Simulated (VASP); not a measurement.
Wanted: the native input for a VASP 6.6.1 run.

| Quantity | Value |
| --- | --- |
| Task | single point |
| Functional | PBE |
| Potentials or basis | VASP PAW PBE potentials, release 64 (Ta_pv, H) |
| Cutoff | 520 eV |
| k mesh | 4 × 4 × 6 |
| Occupations | gaussian, width 0.1 eV |
| Spin | no spin polarisation |
| Dipole correction | no |
| Further INCAR settings | ALGO = Normal; EDIFF = 1e-07; NBANDS = 20 |

The structure of Ta2H3 lies in POSCAR:

```
Ta2H3
1.0
    3.8696908893      0.0000000000      0.0000000000
    0.0000000000      3.8696908893      0.0000000000
    0.0000000000      0.0000000000      3.3721727634
Ta H
2 3
Direct
    0.0000000000      0.0000000000      0.5000000000
    0.5000000000      0.5000000000      0.5000000000
    0.0000000000      0.5000000000      0.0000000000
    0.5000000000      0.0000000000      0.0000000000
    0.5000000000      0.5000000000      0.0000000000
```

One way to write it, as run:

INCAR

```
SYSTEM = Ta2H3
ALGO = Normal ; EDIFF = 1E-7
ENCUT = 520 ; GGA = PE
ISIF = 2 ; ISMEAR = 0
LASPH = .True. ; LCHARG = .True.
LELF = .True. ; LREAL = .False.
LVHAR = .True. ; LWAVE = .False.
NBANDS = 20 ; NELM = 60
PREC = Accurate ; SIGMA = 0.1
```

KPOINTS

```
k-points
0
Gamma
  4 4 6
  0 0 0
```

Potentials or basis: VASP PAW PBE potentials, release 64 (Ta_pv, H).

Command:

```sh
$ cat potpaw_PBE.64/Ta_pv/POTCAR potpaw_PBE.64/H/POTCAR > POTCAR
$ mpirun -np 1 vasp_std > vasp.out
```

Results of the run:

```
Pressure : 0.1 GPa
```

Caveat: the k points lie up to 0.41 Å⁻¹ apart.

Run time: 44 s on 1 thread of Intel Xeon 8259CL, on a shared host, peak memory 0.17 GiB.
